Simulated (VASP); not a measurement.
A run of VASP 6.6.1 is set up as follows.

The input INCAR:

```
ALGO     = Normal         # electronic algorithm
EDIFF    = 1E-7           # SCF threshold, eV
ENCUT    = 520            # plane-wave cutoff, eV
GGA      = PE             # functional
ISIF     = 2              # what is computed and relaxed
ISMEAR   = 0              # smearing method
LASPH    = T              # aspherical terms in the spheres
LCHARG   = F              # write CHGCAR
LREAL    = F              # projectors in reciprocal space
LWAVE    = F              # write WAVECAR
NBANDS   = 31             # bands
NELM     = 80             # most SCF steps
PREC     = Accurate       # precision mode
SIGMA    = 0.01           # smearing width, eV
```

The input KPOINTS:

```
k-points
0
Gamma
  6 6 4
```

Contents of POSCAR:

```
HfO2
1.0
    3.4853863102      0.0000000000      0.0000000000
    0.0000000000      3.4853863102      0.0000000000
    0.0000000000      0.0000000000      5.0662833975
Hf O
2 4
Direct
    0.5000000000      0.5000000000      0.5000000000
    0.0000000000      0.0000000000      0.0000000000
    0.0000000000      0.5000000000      0.6972078800
    0.5000000000      0.0000000000      0.8027921200
    0.5000000000      0.0000000000      0.3027921200
    0.0000000000      0.5000000000      0.1972078800
```

Potentials or basis: VASP PAW PBE potentials, release 64 (Hf_pv, O).

Command:

```sh
$ cat potpaw_PBE.64/Hf_pv/POTCAR potpaw_PBE.64/O/POTCAR > POTCAR
$ mpirun -np 1 vasp_std > vasp.out
```

(1) What does it give for the pressure?

(2) Estimate the largest force.

Answers

(1) 25.6 GPa.

(2) 0.490 eV/Å.

Caveat: the cell stands under pressure.
